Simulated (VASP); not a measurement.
# MnS (Fm-3m) in VASP: notebook

The runs below take MnS through single point, with PBEsol+U, PBE+U.

Everything below comes from runs of VASP 6.6.1. Logs are shortened: lines on timing, memory, paths and dates and some standing lists are left out, and cuts for length are marked.

## Step 1: The cell of the first run

It takes space group Fm-3m (No. 225, cubic). Conventional cell: a = 5.209 Å, b = 5.209 Å, c = 5.209 Å, α = 90.00°, β = 90.00°, γ = 90.00°. Mn (site symmetry m-3m) has 6 S at 2.60 Å within 3.4 Å. S (site symmetry m-3m) has 6 Mn at 2.60 Å within 3.4 Å.

## Step 2: Single point, PBEsol+U, collinear spin, ferromagnetic start

Input file POSCAR:

```
MnS
1.0
    0.0000000000      2.6045000000      2.6045000000
    2.6045000000      0.0000000000      2.6045000000
    2.6045000000      2.6045000000      0.0000000000
Mn S
1 1
Direct
    0.0000000000      0.0000000000      0.0000000000
    0.5000000000      0.5000000000      0.5000000000
```

Input file INCAR.step1:

```
PREC = Accurate ; ENCUT = 520
EDIFF = 1E-6 ; ISMEAR = -1
SIGMA = 0.05 ; LREAL = F
LASPH = T ; NELM = 200
ALGO = Normal ; ISIF = 2
LWAVE = F ; LCHARG = T
ISPIN = 2 ; MAGMOM = 4 0
LMAXMIX = 4 ; LDAU = T
LDAUTYPE = 2 ; LDAUL = 2 -1
LDAUU = 6 0 ; LDAUJ = 0 0
LDAUPRINT = 1 ; GGA = PS
NBANDS = 22 ; GGA_COMPAT = F
NEDOS = 2001 ; LORBIT = 11
```

Input file KPOINTS.step1:

```
Automatic mesh
0
Gamma
  9 9 9
```

Input file INCAR.step2:

```
PREC = Accurate ; ENCUT = 520
EDIFF = 1E-6 ; ISMEAR = -5
SIGMA = 0.05 ; LREAL = F
LASPH = T ; NELM = 200
ALGO = Normal ; ISIF = 2
LWAVE = F ; LCHARG = F
ISPIN = 2 ; MAGMOM = 4 0
LORBIT = 10 ; LMAXMIX = 4
LDAU = T ; LDAUTYPE = 2
LDAUL = 2 -1 ; LDAUU = 6 0
LDAUJ = 0 0 ; LDAUPRINT = 1
GGA = PS ; NBANDS = 22
NEDOS = 1001 ; ICHARG = 11
GGA_COMPAT = F
```

Input file KPOINTS.step2:

```
Automatic mesh
0
Gamma
  14 14 14
```

Potentials or basis: VASP PAW PBE potentials, release 64 (Mn_sv, S).

The run is started by

```bash
$ cat potpaw_PBE.64/Mn_sv/POTCAR potpaw_PBE.64/S/POTCAR > POTCAR
$ cp INCAR.step1 INCAR
$ cp KPOINTS.step1 KPOINTS
$ mpirun -np 1 vasp_std > vasp.out
$ cp INCAR.step2 INCAR
$ cp KPOINTS.step2 KPOINTS
$ mpirun -np 1 vasp_std > vasp.out
```

OUTCAR:

```text
PREC = Accurate
   ENCUT = 520
   EDIFF = 1E-6
   ISMEAR = -5
   LREAL = F
   LASPH = T
   NELM = 200
   ISIF = 2
   ISPIN = 2
   LORBIT = 10
   GGA = PS
   ICHARG = 11

 ion  position               nearest neighbor table
   1  0.000  0.000  0.000-   2 2.60   2 2.60   2 2.60   2 2.60   2 2.60   2 2.60
   2  0.500  0.500  0.500-   1 2.60   1 2.60   1 2.60   1 2.60   1 2.60   1 2.60

  LATTYP: Found a face centered cubic cell.
 ALAT       =     5.2090000000

  Lattice vectors:

 A1 = (   0.0000000000,   2.6045000000,   2.6045000000)
 A2 = (   2.6045000000,   0.0000000000,   2.6045000000)
 A3 = (   2.6045000000,   2.6045000000,   0.0000000000)

Analysis of symmetry for initial positions (statically):
=====================================================================
 Subroutine PRICEL returns:
 Original cell was already a primitive cell.

 Routine SETGRP: Setting up the symmetry group for a
 face centered cubic supercell.

 Subroutine GETGRP returns: Found 48 space group operations
 (whereof 48 operations were pure point group operations)
 out of a pool of 48 trial point group operations.

The static configuration has the point symmetry O_h .

Analysis of symmetry for dynamics (positions and initial velocities):
=====================================================================
 Subroutine PRICEL returns:
 Original cell was already a primitive cell.

 Routine SETGRP: Setting up the symmetry group for a
 face centered cubic supercell.

 Subroutine GETGRP returns: Found 48 space group operations
 (whereof 48 operations were pure point group operations)
 out of a pool of 48 trial point group operations.

The dynamic configuration has the point symmetry O_h .

Analysis of structural, dynamic, and magnetic symmetry:
[... 175 lines left out ...]

  o =  0.0096  v =  0.0000  0.0000  0.0000  0.0000  0.0000  1.0000  0.0000  0.0000  0.0000 -0.0000      0.0000  0.0000  0.0000  0.0000  0.0000  0.0000  0.0000  0.0000  0.0000  0.0000
  o =  0.0096  v =  0.0000  0.0000  0.0000  0.0000  0.0000  0.0000 -0.0028 -0.0000 -1.0000 -0.0000      0.0000  0.0000  0.0000  0.0000  0.0000  0.0000  0.0000  0.0000  0.0000  0.0000
  o =  0.0096  v =  0.0000  0.0000  0.0000  0.0000  0.0000 -0.0000  1.0000  0.0000 -0.0028 -0.0000      0.0000  0.0000  0.0000  0.0000  0.0000  0.0000  0.0000  0.0000  0.0000  0.0000
  o =  0.0478  v =  0.0000  0.0000  0.0000  0.0000  0.0000  0.0000  0.0000 -1.0000  0.0000 -0.0000      0.0000  0.0000  0.0000  0.0000  0.0000  0.0000  0.0000  0.0000  0.0000  0.0000
  o =  0.0478  v =  0.0000  0.0000  0.0000  0.0000  0.0000 -0.0000 -0.0000  0.0000  0.0000 -1.0000      0.0000  0.0000  0.0000  0.0000  0.0000  0.0000  0.0000  0.0000  0.0000  0.0000
  o =  0.9148  v =  0.0000 -0.5768  0.0000 -0.8169  0.0000  0.0000  0.0000  0.0000  0.0000  0.0000      0.0000  0.0000  0.0000  0.0000  0.0000  0.0000  0.0000  0.0000  0.0000  0.0000
  o =  0.9148  v =  0.0000 -0.8169  0.0000  0.5768  0.0000  0.0000  0.0000  0.0000  0.0000  0.0000      0.0000  0.0000  0.0000  0.0000  0.0000  0.0000  0.0000  0.0000  0.0000  0.0000
  o =  0.9148  v =  1.0000  0.0000  0.0000  0.0000  0.0000  0.0000  0.0000  0.0000  0.0000  0.0000      0.0000  0.0000  0.0000  0.0000  0.0000  0.0000  0.0000  0.0000  0.0000  0.0000
  o =  0.9335  v =  0.0000 -0.0000  0.0000  0.0000 -1.0000  0.0000  0.0000  0.0000  0.0000  0.0000      0.0000  0.0000  0.0000  0.0000  0.0000  0.0000  0.0000  0.0000  0.0000  0.0000
  o =  0.9335  v =  0.0000 -0.0000 -1.0000 -0.0000 -0.0000  0.0000  0.0000  0.0000  0.0000  0.0000      0.0000  0.0000  0.0000  0.0000  0.0000  0.0000  0.0000  0.0000  0.0000  0.0000

 number of electron      20.9999987 magnetization       4.9999932

 Free energy of the ion-electron system (eV)
  ---------------------------------------------------
  ext. energy  EPLUGINS =         0.00000000
  ---------------------------------------------------
  free energy    TOTEN  =       -12.99971636 eV

  energy without entropy =      -12.99971636  energy(sigma->0) =      -12.99971636

 E-fermi :   7.3085     XC(G=0): -10.7973

 val. band max:        7.2460078632   @ k =   0.5000   0.0000   0.0000
 cond. band min:       8.1683022827   @ k =   0.5000   0.5000   0.0000
 fundamental gap:      0.9222944195
 Fermi energy:         7.3084830313

 spin component 1

 k-point     1 :       0.0000    0.0000    0.0000
  band No.  band energies     occupation
      1     -74.1973      1.00000
      2     -43.0634      1.00000
      3     -43.0634      1.00000
      4     -43.0634      1.00000
      5      -6.7396      1.00000
      6       1.9080      1.00000
[... 1193 lines left out ...]
     21      24.3937      0.00000
     22      25.4600      0.00000

 [... further k-points ...]

------------------------ aborting loop because EDIFF is reached ----------------------------------------

  FORCE on cell =-STRESS in cart. coord.  units (eV):
  Direction    XX          YY          ZZ          XY          YZ          ZX
  --------------------------------------------------------------------------------------
  -------------------------------------------------------------------------------------
  Total       -0.0421054     -0.0421054     -0.0421054      0.0000000      0.0000000     -0.0000000
  in kB       -1.9091711     -1.9091711     -1.9091711      0.0000000      0.0000000     -0.0000000
  external PRESSURE =      -1.9091711 kB  Pullay stress =       0.0000000 kB

 VOLUME and BASIS-vectors are now :
 -----------------------------------------------------------------------------
  energy-cutoff  :      520.00
  volume of cell :       35.33
      direct lattice vectors                 reciprocal lattice vectors
     0.000000000  2.604500000  2.604500000    -0.191975427  0.191975427  0.191975427
     2.604500000  0.000000000  2.604500000     0.191975427 -0.191975427  0.191975427
     2.604500000  2.604500000  0.000000000     0.191975427  0.191975427 -0.191975427

 POSITION                                       TOTAL-FORCE (eV/Angst)
 -----------------------------------------------------------------------------------
      0.00000      0.00000      0.00000         0.000000      0.000000     -0.000000
      2.60450      2.60450      2.60450         0.000000      0.000000      0.000000
 -----------------------------------------------------------------------------------
    total drift:                               -0.000000      0.000000      0.000000

  FREE ENERGIE OF THE ION-ELECTRON SYSTEM (eV)
  ---------------------------------------------------
  free  energy   TOTEN  =       -12.9997163612 eV

  energy  without entropy=      -12.9997163612  energy(sigma->0) =      -12.99971636

 total charge

# of ion       s       p       d       tot
------------------------------------------
    1        2.124   6.006   4.712  12.842
    2        1.314   2.448   0.000   3.763
--------------------------------------------------
tot          3.438   8.454   4.712  16.605

 magnetization (x)

# of ion       s       p       d       tot
------------------------------------------
    1        0.032   0.018   4.468   4.518
    2        0.019   0.048   0.000   0.067
--------------------------------------------------
tot          0.051   0.066   4.468   4.585
```

OUTCAR.step1:

```text
PREC = Accurate
   ENCUT = 520
   EDIFF = 1E-6
   ISMEAR = -1
   LREAL = F
   LASPH = T
   NELM = 200
   ISIF = 2
   ISPIN = 2
[... 1484 lines left out ...]

  energy  without entropy=      -12.9998332189  energy(sigma->0) =      -12.99983382

 total charge

# of ion       s       p       d       tot
------------------------------------------
    1        2.124   6.006   4.713  12.842
    2        1.314   2.448   0.000   3.763
--------------------------------------------------
tot          3.438   8.455   4.713  16.605

 magnetization (x)

# of ion       s       p       d       tot
------------------------------------------
    1        0.032   0.018   4.468   4.519
    2        0.019   0.048   0.000   0.067
--------------------------------------------------
tot          0.051   0.066   4.468   4.585
```

Run time: 84 s. Hardware: 1 thread of Intel Xeon Platinum 8559C (Emerald Rapids), shared host; peak memory 0.24 GiB.

Results:

```yaml
Net_moment: 5.00 μB per cell
Site_moments: Mn +4.52; S +0.07 μB
Valence_electrons_inside_the_program's_atomic_spheres: Mn 12.84; S 3.76
```

Levels at points of the mesh, in eV from the valence-band top:
Spin up:
```
           k point  band 9  band 10  band 11  band 12  band 13  band 14  band 15  band 16  band 17  band 18
(0.00, 0.00, 0.00)   -5.28    -5.28    -1.24    -1.24    -1.24     2.10     8.56     8.56     8.56    10.76
(0.50, 0.00, 0.00)   -4.92    -4.92    -4.11     0.00     0.00     3.12     5.71     5.71     8.94    12.15
(0.50, 0.50, 0.00)   -4.81    -4.81    -4.31    -2.93    -2.93     1.15     5.19    10.58    12.29    12.29
```
Spin down:
```csv
k point,band 6,band 7,band 8,band 9,band 10,band 11
"(0.00, 0.00, 0.00)",-1.05,-1.05,-1.05,2.70,2.70,2.71
"(0.50, 0.00, 0.00)",-5.86,-2.37,-2.37,3.68,4.29,4.29
"(0.50, 0.50, 0.00)",-5.10,-2.63,-2.63,0.92,2.60,3.54
```

Eigenvalues of the final occupation matrices:
```tsv
site	spin	trace	eigenvalues
site 1 d	1	4.61	0.91 0.91 0.91 0.93 0.93
site 1 d	2	0.12	0.01 0.01 0.01 0.05 0.05
```

Caveat: the PAW data sets were made with another functional, which shifts forces and pressure a little; a cell with one magnetic atom can't hold antiferromagnetic order, which such compounds often take.

## Step 3: Single point, PBE+U, collinear spin, ferromagnetic start

Input file INCAR:

```
SYSTEM = MnS
PREC     = Accurate       ! precision mode
ENCUT    = 520            ! plane-wave cutoff, eV
EDIFF    = 1E-6           ! SCF threshold, eV
ISMEAR   = -1             ! smearing method
SIGMA    = 0.05           ! smearing width, eV
LREAL    = .False.        ! projectors in reciprocal space
LASPH    = .True.         ! aspherical terms in the spheres
NELM     = 150            ! most SCF steps
ALGO     = Normal         ! electronic algorithm
ISIF     = 2              ! what is computed and relaxed
LWAVE    = .False.        ! write WAVECAR
LCHARG   = .False.        ! write CHGCAR
ISPIN    = 2              ! spin polarisation
MAGMOM   = 4 0            ! initial moments
LORBIT   = 11             ! projections on sites
LMAXMIX  = 4              ! l up to which the mixer works
LDAU     = .True.         ! DFT+U
LDAUTYPE = 2            
LDAUL    = 2 -1           ! shell
LDAUU    = 6 0            ! U, eV
LDAUJ    = 0 0          
LDAUPRINT= 1            
GGA      = PE             ! functional
NBANDS   = 20             ! bands
```

Input file KPOINTS:

```
regular mesh
0
Gamma
  7 7 7
  0 0 0
```

POSCAR is that of step 2.

Potentials or basis: VASP PAW PBE potentials, release 64 (Mn_pv, S).

The run is started by

```bash
$ cat potpaw_PBE.64/Mn_pv/POTCAR potpaw_PBE.64/S/POTCAR > POTCAR
$ mpirun -np 1 vasp_std > vasp.out
```

Wall time 14 s (1 thread of Intel Xeon 6975P-C (Granite Rapids), shared host); peak memory 0.17 GiB.

Results (log left out):

| Item | Value |
| --- | --- |
| Free energy | -12.5227 eV |
| Pressure | 5.7 GPa |
| Band gap on the k mesh | 1.34 eV (least direct gap 3.27 eV) |
| Net moment | 5.00 μB per cell |
| Site moments | Mn +4.66; S +0.06 μB |
| Valence electrons inside the program's atomic spheres | Mn 11.28; S 3.80 |

Levels at points of the mesh, in eV from the valence-band top:
Spin up:
| k point | band 9 | band 10 | band 11 | band 12 | band 13 | band 14 | band 15 | band 16 |
| --- | --- | --- | --- | --- | --- | --- | --- | --- |
| (0.00, 0.00, 0.00) | -5.48 | -1.13 | -1.13 | -1.13 | 2.29 | 8.65 | 8.65 | 8.65 |
Spin down:
```csv
k point,band 4,band 5,band 6,band 7,band 8,band 9,band 10,band 11
"(0.00, 0.00, 0.00)",-13.62,-0.98,-0.98,-0.98,3.01,3.01,3.01,3.10
```

Eigenvalues of the final occupation matrices:
```csv
site,spin,trace,eigenvalues
site 1 d,1,4.75,0.94 0.94 0.94 0.96 0.96
site 1 d,2,0.16,0.01 0.01 0.01 0.06 0.06
```

Caveat: the cell stands under pressure; an odd mesh through Γ misses points on the zone boundary, where band edges can lie; a cell with one magnetic atom can't hold antiferromagnetic order, which such compounds often take.

[end of part 1 of 2]
